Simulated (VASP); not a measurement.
**Yb: single point with PBE**

Yb:

```
CELL_PARAMETERS angstrom
0.00000 2.37724 2.77424
2.37724 0.00000 2.77424
2.37724 2.37724 0.00000
ATOMIC_POSITIONS crystal
Yb 0.00000 0.00000 0.00000
```

This cell differs from its parent crystal: volume 31.356 Å^3 an atom, c/a of the conventional cell 1.1670.

| Quantity | Value |
| --- | --- |
| Program | VASP 6.6.1 |
| Task | single point |
| Functional | PBE |
| Potentials or basis | VASP PAW PBE potentials, release 64 (Yb) |
| Cutoff | 520 eV |
| k mesh | 16 × 16 × 16 |
| Occupations | gaussian, width 0.15 eV |
| Spin | no spin polarisation |

- Pressure: 2.7 GPa
- Band gap on the k mesh: zero (band 12 reaches 2.13 eV, above the bottom of band 13 at 1.88 eV)

Stress tensor (GPa, compression positive):
```
3.71 0.00 0.00
0.00 3.71 0.00
0.00 0.00 0.55
```

Levels at points of the mesh, in eV from the Fermi level:
```tsv
k point	band 9	band 10	band 11	band 12	band 13	band 14	band 15	band 16
(0.00, 0.00, 0.00)	-0.42	-0.31	-0.30	-0.30	2.21	3.61	3.61	4.06
(0.50, 0.00, 0.00)	-0.40	-0.34	-0.32	-0.30	1.10	2.02	3.59	6.89
(0.50, 0.50, 0.00)	-0.38	-0.38	-0.36	-0.36	0.21	1.41	7.56	7.93
(0.50, 0.00, 0.50)	-0.42	-0.33	-0.33	-0.32	-0.12	3.03	6.47	6.70
```

Wall time 7.7 min on 1 thread of Intel(R) Xeon(R) 6975P-C (Granite Rapids), on a shared host, peak memory 0.35 GiB.

Caveat: spin-orbit coupling is left out, which moves the levels of the heavy elements. Spin polarisation is off, so any magnetic state and its effect on volume and gap are missing.
